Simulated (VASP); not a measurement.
# Ru (Pm-3n) in VASP: single point with LDA

Aim: the single point of Ru with LDA.

Program: VASP 6.6.1. These are calculated values, not measurements. Logs are shortened: lines on timing, memory, paths and dates and some standing lists are left out, and cuts for length are marked.

### 1 The cell of the first run

Symmetry: Pm-3n, No. 223, cubic system. Conventional cell: a = 4.762 Å, b = 4.762 Å, c = 4.762 Å, α = 90.00°, β = 90.00°, γ = 90.00°. Ru (site symmetry m-3) has 12 Ru at 2.66 Å within 3.5 Å. Ru (site symmetry -4m2) has 14 Ru at 2.38 to 2.92 Å within 3.1 Å.

### 2 Single point, LDA

INCAR reads:

```
SYSTEM = Ru
ALGO = Normal
EDIFF = 1E-6
ENCUT = 520
ISIF = 2
ISMEAR = -1
LASPH = .True.
LCHARG = .False.
LREAL = .False.
LWAVE = .False.
NBANDS = 66
NELM = 80
PREC = Accurate
SIGMA = 0.1
```

KPOINTS reads:

```
k-points
0
Gamma
  7 7 7
  0 0 0
```

POSCAR reads:

```
Ru
1.0
    4.7618965847      0.0000000000      0.0000000000
    0.0000000000      4.7618965847      0.0000000000
    0.0000000000      0.0000000000      4.7618965847
Ru
8
Direct
    1.0000000000      0.0000000000      0.0000000000
    0.5000000000      0.5000000000      0.5000000000
    0.2500000000      1.0000000000      0.5000000000
    0.7500000000      0.0000000000      0.5000000000
    0.5000000000      0.2500000000      0.0000000000
    0.5000000000      0.7500000000      0.0000000000
    0.0000000000      0.5000000000      0.2500000000
    0.0000000000      0.5000000000      0.7500000000
```

Potentials or basis: VASP PAW LDA potentials, release 64 (Ru_pv).

Launch:

```bash
> cat potpaw_LDA.64/Ru_pv/POTCAR > POTCAR
> mpirun -np 1 vasp_std > vasp.out
```

OUTCAR:

```text
SYSTEM = Ru
   EDIFF = 1E-6
   ENCUT = 520
   ISIF = 2
   ISMEAR = -1
   LASPH = .True.
   LREAL = .False.
   NELM = 80
   PREC = Accurate

 ion  position               nearest neighbor table
   1  0.000  0.000  0.000-   3 2.66   4 2.66   5 2.66   6 2.66   7 2.66   8 2.66   3 2.66   4 2.66
                             7 2.66   8 2.66   5 2.66   6 2.66
   2  0.500  0.500  0.500-   3 2.66   4 2.66   5 2.66   6 2.66   7 2.66   8 2.66   5 2.66   6 2.66
                             3 2.66   4 2.66   7 2.66   8 2.66
   3  0.250  0.000  0.500-   4 2.38   4 2.38   1 2.66   1 2.66   2 2.66   2 2.66   8 2.92   5 2.92
                             5 2.92   6 2.92   6 2.92   7 2.92   8 2.92   7 2.92
   4  0.750  0.000  0.500-   3 2.38   3 2.38   1 2.66   1 2.66   2 2.66   2 2.66   8 2.92   5 2.92
                             5 2.92   6 2.92   6 2.92   7 2.92   8 2.92   7 2.92
   5  0.500  0.250  0.000-   6 2.38   6 2.38   1 2.66   2 2.66   2 2.66   1 2.66   8 2.92   4 2.92
                             3 2.92   4 2.92   3 2.92   7 2.92   7 2.92   8 2.92
   6  0.500  0.750  0.000-   5 2.38   5 2.38   1 2.66   2 2.66   2 2.66   1 2.66   8 2.92   4 2.92
                             3 2.92   4 2.92   3 2.92   7 2.92   7 2.92   8 2.92
   7  0.000  0.500  0.250-   8 2.38   8 2.38   1 2.66   2 2.66   1 2.66   2 2.66   3 2.92   4 2.92
                             5 2.92   3 2.92   4 2.92   6 2.92   5 2.92   6 2.92
   8  0.000  0.500  0.750-   7 2.38   7 2.38   1 2.66   2 2.66   1 2.66   2 2.66   3 2.92   4 2.92
                             5 2.92   3 2.92   4 2.92   6 2.92   5 2.92   6 2.92

  LATTYP: Found a simple cubic cell.
 ALAT       =     4.7618965847

  Lattice vectors:

 A1 = (   4.7618965847,   0.0000000000,   0.0000000000)
 A2 = (   0.0000000000,   4.7618965847,   0.0000000000)
 A3 = (   0.0000000000,   0.0000000000,   4.7618965847)

Analysis of symmetry for initial positions (statically):
=====================================================================
 Subroutine PRICEL returns:
 Original cell was already a primitive cell.

 Routine SETGRP: Setting up the symmetry group for a
 simple cubic supercell.

 Subroutine GETGRP returns: Found 48 space group operations
 (whereof 24 operations were pure point group operations)
 out of a pool of 48 trial point group operations.

The static configuration has the point symmetry T_h .
 The point group associated with its full space group is O_h .

Analysis of symmetry for dynamics (positions and initial velocities):
=====================================================================
 Subroutine PRICEL returns:
 Original cell was already a primitive cell.

 Routine SETGRP: Setting up the symmetry group for a
 simple cubic supercell.

 Subroutine GETGRP returns: Found 48 space group operations
 (whereof 24 operations were pure point group operations)
 out of a pool of 48 trial point group operations.

The dynamic configuration has the point symmetry T_h .
 The point group associated with its full space group is O_h .

 Subroutine INISYM returns: Found 48 space group operations
 (whereof 24 operations are pure point group operations),
 and found     1 'primitive' translations

----------------------------------------------------------------------------------------

                                     Primitive cell

  volume of cell :     107.9791

  direct lattice vectors                    reciprocal lattice vectors
     4.761896585  0.000000000  0.000000000     0.210000361  0.000000000  0.000000000
     0.000000000  4.761896585  0.000000000     0.000000000  0.210000361  0.000000000
     0.000000000  0.000000000  4.761896585     0.000000000  0.000000000  0.210000361

  length of vectors
     4.761896585  4.761896585  4.761896585     0.210000361  0.210000361  0.210000361

  position of ions in fractional coordinates (direct lattice)
     0.000000000  0.000000000  0.000000000
     0.500000000  0.500000000  0.500000000
     0.250000000  0.000000000  0.500000000
     0.750000000  0.000000000  0.500000000
     0.500000000  0.250000000  0.000000000
     0.500000000  0.750000000  0.000000000
     0.000000000  0.500000000  0.250000000
     0.000000000  0.500000000  0.750000000

  ion indices of the primitive-cell ions
   primitive index   ion index
                 1           1
                 2           2
                 3           3
                 4           4
                 5           5
                 6           6
                 7           7
                 8           8

----------------------------------------------------------------------------------------

 KPOINTS: k-points

Automatic generation of k-mesh.
 Grid dimensions read from file:
 generate k-points for:    7    7    7

 Generating k-lattice:

  Cartesian coordinates                     Fractional coordinates (reciprocal lattice)
     0.030000052  0.000000000  0.000000000     0.142857143  0.000000000  0.000000000
     0.000000000  0.030000052  0.000000000     0.000000000  0.142857143  0.000000000
     0.000000000  0.000000000  0.030000052     0.000000000  0.000000000  0.142857143

  Length of vectors
     0.030000052  0.030000052  0.030000052

  Shift w.r.t. Gamma in fractional coordinates (k-lattice)
     0.000000000  0.000000000  0.000000000

 Subroutine IBZKPT returns following result:
 ===========================================

 Found     20 irreducible k-points:

 Following reciprocal coordinates:
            Coordinates               Weight
  0.000000  0.000000  0.000000      1.000000
  0.142857  0.000000  0.000000      6.000000
  0.285714  0.000000  0.000000      6.000000
  0.428571  0.000000  0.000000      6.000000
  0.142857  0.142857  0.000000     12.000000
  0.285714  0.142857  0.000000     24.000000
[... 12 lines left out ...]
  0.428571  0.428571  0.285714     24.000000
  0.428571  0.428571  0.428571      8.000000
   k-points           NKPTS =     20   k-points in BZ     NKDIM =     20   number of bands    NBANDS=     66
   number of dos      NEDOS =    301   number of ions     NIONS =      8
   total plane-waves  NPLWV =  46656
   dimension x,y,z NGX =    36 NGY =   36 NGZ =   36
   dimension x,y,z NGXF=    72 NGYF=   72 NGZF=   72
   ions per type =               8
   NGX,Y,Z   is equivalent  to a cutoff of  12.57, 12.57, 12.57 a.u.
   NGXF,Y,Z  is equivalent  to a cutoff of  25.14, 25.14, 25.14 a.u.
 SYSTEM =  Ru
   PREC   = accura    normal or accurate (medium, high low for compatibility)
   ISTART =      0    job   : 0-new  1-cont  2-samecut
   ICHARG =      2    charge: 1-file 2-atom 10-const
   ISPIN  =      1    spin polarized calculation?
   LNONCOLLINEAR =      F non collinear calculations
   LSORBIT =      F    spin-orbit coupling
   LASPH  =      T    aspherical Exc in radial PAW
   ENCUT  =  520.0 eV  38.22 Ry    6.18 a.u.   8.85  8.85  8.85*2*pi/ulx,y,z
   NELM   =     80;   NELMIN=  2; NELMDL= -5     # of ELM steps
   EDIFF  = 0.1E-05   stopping-criterion for ELM
   LREAL  =      F    real-space projection
   EDIFFG = 0.1E-04   stopping-criterion for IOM
   NSW    =      0    number of steps for IOM
   IBRION =     -1    ionic relax: 0-MD 1-quasi-New 2-CG
   NFREE  =      0    steps in history (QN), initial steepest desc. (CG)
   ISIF   =      2    stress and relaxation
   ISYM   =      2    0-nonsym 1-usesym 2-fastsym
   POTIM  = 0.5000    time-step for ionic-motion
   TEBEG  =    0.0;   TEEND  =   0.0 temperature during run
   PSTRESS=    0.0 pullay stress
   NELECT =     112.0000    total number of electrons
   NUPDOWN=      -1.0000    fix difference up-down
   EMIN   =  10.00;   EMAX   =-10.00  energy-range for DOS
   EFERMI =   0.00;   METHOD = LEGACY
   ISMEAR =    -1;   SIGMA  =   0.10  broadening in eV -4-tet -1-fermi 0-gaus
   EFERMI_NEDOS =   21; number of points for ismear=-14 and -15
   IALGO  =     38    algorithm
   IMIX   =      4    mixing-type and parameters
     AMIX     =   0.40;   BMIX     =  1.00
     AMIX_MAG =   1.60;   BMIX_MAG =  1.00
  volume/ion in A,a.u.               =      13.50        91.08
  Fermi-wavevector in a.u.,A,eV,Ry     =   1.657172  3.131601 37.364571  2.746219
  Thomas-Fermi vector in A             =   2.744970
   LORBIT       =      0    0 simple, 1 ext, 2 COOP (PROOUT), +10 PAW based schemes
   GGA     = CA    functional components
   LHFCALC =     F    Hartree Fock is set to
   AEXX    =    0.0000 exact exchange contribution
   IVDW    =     0    specifies the selected vdW correction
   LEPSILON=     F    determine dielectric tensor
   LRPA    =     F    only Hartree local field effects (RPA)
 non-spin polarized calculation
  energy-cutoff  :      520.00
  volume of cell :      107.98
 maximum number of plane-waves:      2945
 NGX is ok and might be reduce to    36
   NGX = 17   NGY = 17   NGZ = 17

 number of electron     111.9999934 magnetization

 Free energy of the ion-electron system (eV)
  ---------------------------------------------------
  ext. energy  EPLUGINS =         0.00000000
  ---------------------------------------------------
  free energy    TOTEN  =       -82.28732530 eV

  energy without entropy =      -81.95145146  energy(sigma->0) =      -82.11938838

 E-fermi :  12.9682     XC(G=0): -14.3975

 val. band max:       12.9563403423   @ k =   0.4286   0.1429   0.0000
 cond. band min:      12.9768449729   @ k =   0.4286   0.2857   0.2857
 fundamental gap:      0.0205046306
 Fermi energy:        12.9681974402

 k-point     1 :       0.0000    0.0000    0.0000
  band No.  band energies     occupation
      1     -31.0578      2.00000
      2     -31.0578      2.00000
      3     -30.9274      2.00000
      4     -30.3679      2.00000
      5     -30.3679      2.00000
      6     -30.3679      2.00000
[... 58 lines left out ...]
     65      14.6069      0.00000
     66      16.9870      0.00000

 k-point     2 :       0.1429    0.0000    0.0000
  band No.  band energies     occupation
      1     -31.0610      2.00000
      2     -31.0227      2.00000
      3     -30.8975      2.00000
      4     -30.3625      2.00000
      5     -30.3625      2.00000
      6     -30.3270      2.00000
[... 58 lines left out ...]
     65      14.6129      0.00000
     66      15.7956      0.00000

 k-point     3 :       0.2857    0.0000    0.0000
  band No.  band energies     occupation
      1     -31.0643      2.00000
      2     -31.0159      2.00000
      3     -30.7171      2.00000
      4     -30.3506      2.00000
      5     -30.3506      2.00000
      6     -30.2118      2.00000
[... 1162 lines left out ...]
     65      14.2528      0.00001
     66      14.5291      0.00000

 k-point    20 :       0.4286    0.4286    0.4286
  band No.  band energies     occupation
      1     -30.5091      2.00000
      2     -30.5091      2.00000
      3     -30.5024      2.00000
      4     -30.2348      2.00000
      5     -30.2348      2.00000
      6     -30.2138      2.00000
[... 58 lines left out ...]
     65      14.1100      0.00002
     66      14.7621      0.00000

------------------------ aborting loop because EDIFF is reached ----------------------------------------

  FORCE on cell =-STRESS in cart. coord.  units (eV):
  Direction    XX          YY          ZZ          XY          YZ          ZX
  --------------------------------------------------------------------------------------
  -------------------------------------------------------------------------------------
  Total        0.5739157      0.5739157      0.5739157     -0.0000000     -0.0000000     -0.0000000
  in kB        8.5156701      8.5156701      8.5156701     -0.0000000     -0.0000000     -0.0000000
  external PRESSURE =       8.5156701 kB  Pullay stress =       0.0000000 kB

 VOLUME and BASIS-vectors are now :
 -----------------------------------------------------------------------------
  energy-cutoff  :      520.00
  volume of cell :      107.98
      direct lattice vectors                 reciprocal lattice vectors
     4.761896585  0.000000000  0.000000000     0.210000361  0.000000000  0.000000000
     0.000000000  4.761896585  0.000000000     0.000000000  0.210000361  0.000000000
     0.000000000  0.000000000  4.761896585     0.000000000  0.000000000  0.210000361

 POSITION                                       TOTAL-FORCE (eV/Angst)
 -----------------------------------------------------------------------------------
      0.00000      0.00000      0.00000         0.000000     -0.000000      0.000000
      2.38095      2.38095      2.38095         0.000000     -0.000000      0.000000
      1.19047      0.00000      2.38095         0.000000     -0.000000     -0.000000
      3.57142      0.00000      2.38095        -0.000000      0.000000     -0.000000
      2.38095      1.19047      0.00000         0.000000      0.000000      0.000000
      2.38095      3.57142      0.00000        -0.000000     -0.000000     -0.000000
      0.00000      2.38095      1.19047        -0.000000      0.000000     -0.000000
      0.00000      2.38095      3.57142         0.000000      0.000000      0.000000
 -----------------------------------------------------------------------------------
    total drift:                                0.000000      0.000000     -0.000000

  FREE ENERGIE OF THE ION-ELECTRON SYSTEM (eV)
  ---------------------------------------------------
  free  energy   TOTEN  =       -82.2873252960 eV

  energy  without entropy=      -81.9514514556  energy(sigma->0) =      -82.11938838
```

It used 410 s of CPU time on 1 thread of AMD EPYC 7R13 Processor (Zen 3) (shared host).

Results:

| Item | Value |
| --- | --- |
| Free energy | -82.2873 eV |
| Pressure | 0.9 GPa |
| Band gap on the k mesh | zero (band 56 reaches 13.23 eV, above the bottom of band 57 at 12.66 eV) |
